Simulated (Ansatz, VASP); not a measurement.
# Sn3GeTe4 in VASP and in Ansatz

The input INCAR:

```
PREC = Accurate
ENCUT = 520
EDIFF = 1E-7
ISMEAR = 0
SIGMA = 0.1
LREAL = False
LASPH = True
NELM = 100
ALGO = Normal
ISIF = 2
LWAVE = False
LCHARG = False
GGA = PE
NBANDS = 50
```

Contents of KPOINTS:

```
regular mesh
0
Gamma
  4 4 2
```

POSCAR

```
Sn3GeTe4
1.0
    4.4718640000      0.0000000000      0.0000000000
    0.0000000000      4.4718640000      0.0000000000
    0.0000000000      0.0000000000     12.6235400000
Sn Ge Te
3 1 4
Direct
    0.0000000000      0.0000000000      0.0000000000
    0.5000000000      0.5000000000      0.2529190000
    0.5000000000      0.5000000000      0.7470810000
    0.0000000000      0.0000000000      0.5000000000
    0.0000000000      0.0000000000      0.2586060000
    0.5000000000      0.5000000000      0.5000000000
    0.0000000000      0.0000000000      0.7413940000
    0.5000000000      0.5000000000      0.0000000000
```

Input for Ansatz:

```yaml
crystal:
  lattice:
    - [4.471864, 0.0, 0.0]
    - [0.0, 4.471864, 0.0]
    - [0.0, 0.0, 12.62354]
  atoms:
    - { symbol: Sn, position: [0.0, 0.0, 0.0] }
    - { symbol: Sn, position: [0.5, 0.5, 0.252919] }
    - { symbol: Sn, position: [0.5, 0.5, 0.747081] }
    - { symbol: Ge, position: [0.0, 0.0, 0.5] }
    - { symbol: Te, position: [0.0, 0.0, 0.258606] }
    - { symbol: Te, position: [0.5, 0.5, 0.5] }
    - { symbol: Te, position: [0.0, 0.0, 0.741394] }
    - { symbol: Te, position: [0.5, 0.5, 0.0] }
basis:
  ecutwfc: 420
kpoints:
  mp_grid: { grid: [4, 4, 2] }
hamiltonian:
  xc: pbe
scf:
  occupations: { method: gaussian, width: 0.1 }
  lower_state_search: "off"
output:
  forces: true
  stress: true
  eigenvalues: true
```

Alike in both runs: task single point; functional PBE; k mesh 4 × 4 × 2; occupations gaussian, width 0.1 eV; no spin polarisation.

|  | VASP | Ansatz |
| --- | --- | --- |
| version | VASP 6.6.1 | Ansatz 0.2.0 |
| potentials or method | VASP PAW PBE potentials, release 64 (Sn_d, Ge_d, Te), cutoff 520 eV | scalar-relativistic, plane waves, PAW |
| valence electrons in the cell | 80 | 120 |

VASP gave:

- gap on the k mesh at the Fermi level (eV): 0.02
- least direct gap on the mesh (eV): 0.02
- pressure (GPa): -0.1
- traceless stress, the component that is largest in VASP (GPa): 0.07
- rms of the force components (eV/Å): 0.012

Problem. Which values does Ansatz return?

Solution. gap on the k mesh at the Fermi level (eV): 0.02; least direct gap on the mesh (eV): 0.02; pressure (GPa): -0.2; traceless stress, the component that is largest in VASP (GPa): 0.07; rms of the force components (eV/Å): 0.011.

Atom by atom the forces differ by 0.000 eV/Å (rms over components). VASP's potentials hold 80 valence electrons a cell and Ansatz's 120, so a difference there can come from the potentials and not from the codes.

Neither program's run includes spin-orbit coupling.
